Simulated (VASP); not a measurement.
Here is a VASP 6.6.1 calculation.

File INCAR:

```
PREC = Accurate
ENCUT = 520
EDIFF = 1E-6
ISMEAR = 0
SIGMA = 0.1
LREAL = F
LASPH = T
NELM = 80
ALGO = Normal
ISIF = 2
LWAVE = F
LCHARG = F
GGA = PE
NBANDS = 22
```

Contents of KPOINTS:

```
regular mesh
0
Gamma
  6 6 6
```

The input POSCAR:

```
CaSi2N2
1.0
   -3.3068768102      2.1949989755      2.9503559277
    3.3068768102     -2.1949989755      2.9503559277
    3.3068768102      2.1949989755     -2.9503559277
Ca Si N
1 2 2
Direct
    0.0000000000      0.0000000000      0.0000000000
    0.7409274802      0.5000000000      0.2409274802
    0.2590725198      0.5000000000      0.7590725198
    0.7741906994      0.2741906994      0.5000000000
    0.2258093006      0.7258093006      0.5000000000
```

Potentials or basis: VASP PAW PBE potentials, release 64 (Ca_sv, Si, N).

Launch:

```sh
$ cat potpaw_PBE.64/Ca_sv/POTCAR potpaw_PBE.64/Si/POTCAR potpaw_PBE.64/N/POTCAR > POTCAR
$ mpirun -np 1 vasp_std > vasp.out
```

Q: Estimate the band gap on the k mesh.

A: Zero (bands 14 and 15 overlap by 0.60 eV).

Q: What does it give for the pressure?

A: 0.1 GPa.

Forces on the atoms (eV/Å):
```
Ca   0.000  0.000  0.000
Si   0.000 -0.025  0.000
Si   0.000  0.025  0.000
N    0.000  0.000 -0.003
N    0.000  0.000  0.003
```
